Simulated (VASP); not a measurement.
The system is SrTiO3.

```
Sr Ti O
1.0
     3.90528    0.00000    0.00000
     0.00000    3.90528    0.00000
     0.00000    0.00000    3.90528
Sr Ti O
1 1 3
Direct
  0.50000 0.50000 0.50000
  0.00000 0.00000 0.00000
  0.50000 0.00000 0.00000
  0.00000 0.50000 0.00000
  0.00000 0.00000 0.50000
```

```yaml
Program: VASP 6.6.1
Task: relaxation of cell and atoms
Functional: LDA
Potentials_or_basis: VASP PAW LDA potentials, release 64 (Sr_sv, Ti_sv, O)
Cutoff: 600 eV
k_mesh: 8 × 8 × 8
Occupations: gaussian, width 0.02 eV
Spin: no spin polarisation
```

At the start: pressure -6.7 GPa; volume 11.91 Å³/atom.

Task: How do energy, volume and symmetry change on relaxing?

Result: Over 4 steps the energy falls by 8.7 meV/atom and the volume is 11.50 Å³/atom (-3.5 %); space group Pm-3m (No. 221, to 0.1 Å) before and after.

Step by step:
```tsv
step	energy change (eV)	largest force (eV/Å)	pressure (GPa)	volume (Å³)
1	0.0000	0.0000	-6.66	59.56
2	0.0079	0.0000	8.11	55.39
3	-0.0435	0.0000	-0.06	57.52
4	-0.0435	0.0000	0.00	57.48
```

Final structure:
```
CELL_PARAMETERS angstrom
3.85920 0.00000 0.00000
0.00000 3.85920 0.00000
0.00000 0.00000 3.85920
ATOMIC_POSITIONS crystal
Sr 0.50000 0.50000 0.50000
Ti 0.00000 0.00000 0.00000
O 0.50000 0.00000 0.00000
O 0.00000 0.50000 0.00000
O 0.00000 0.00000 0.50000
```
